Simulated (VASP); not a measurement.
Here is a VASP 6.6.1 calculation.

File INCAR:

```
ALGO = Normal ; EDIFF = 1E-7
ENCUT = 520 ; GGA = PE
ISIF = 2 ; ISMEAR = -1
LASPH = True ; LCHARG = False
LREAL = False ; LWAVE = False
NBANDS = 30 ; NELM = 60
PREC = Accurate ; SIGMA = 0.05
```

KPOINTS

```
k-points
0
Gamma
  6 6 6
```

POSCAR

```
In3As
1.0
    4.6942020069      0.0000000000      0.0000000000
    0.0000000000      4.6942020069      0.0000000000
    0.0000000000      0.0000000000      4.6942020069
In As
3 1
Direct
    0.5000000000      0.5000000000      0.0000000000
    0.5000000000      0.0000000000      0.5000000000
    0.0000000000      0.5000000000      0.5000000000
    0.0000000000      0.0000000000      0.0000000000
```

Potentials or basis: VASP PAW PBE potentials, release 64 (In_d, As).

Launch:

```bash
$ cat potpaw_PBE.64/In_d/POTCAR potpaw_PBE.64/As/POTCAR > POTCAR
$ mpirun -np 1 vasp_std > vasp.out
```

Problem. What does it give for the band gap on the k mesh?

Solution. Zero (bands 22 and 23 overlap by 3.75 eV).

Problem. What does it give for the pressure?

Solution. 0.0 GPa.

Caveat: spin-orbit coupling is left out, which moves the levels of the heavy elements.
